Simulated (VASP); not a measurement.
The system is PbF2 (Fluorocronite).

```xyz
3
Lattice="0.0000 2.9637 2.9637 2.9637 0.0000 2.9637 2.9637 2.9637 0.0000" Properties=species:S:1:pos:R:3 pbc="T T T"
Pb    0.0000    0.0000    0.0000
F     1.4818    1.4818    1.4818
F     4.4455    4.4455    4.4455
```

Base run:

| Item | Value |
| --- | --- |
| Program | VASP 6.6.1 |
| Functional | PBE |
| Potentials or basis | VASP PAW PBE potentials, release 64 (Pb_d, F) |
| Cutoff | 520 eV |
| k mesh | 8 × 8 × 8 |
| Occupations | gaussian, width 0.01 eV |
| Spin | no spin polarisation |

Its results: band gap on the k mesh 4.42 eV, indirect (least direct gap 4.56 eV); pressure 2.5 GPa.

Q: The run is repeated on the same cell with these changes: k mesh from 8 × 8 × 8 to 5 × 5 × 5. What comes out?

A: Band gap on the k mesh 4.53 eV, indirect (least direct gap 4.79 eV); pressure 2.5 GPa.

Caveats: spin-orbit coupling is left out, which moves the levels of the heavy elements.

A k mesh can miss the band edges.
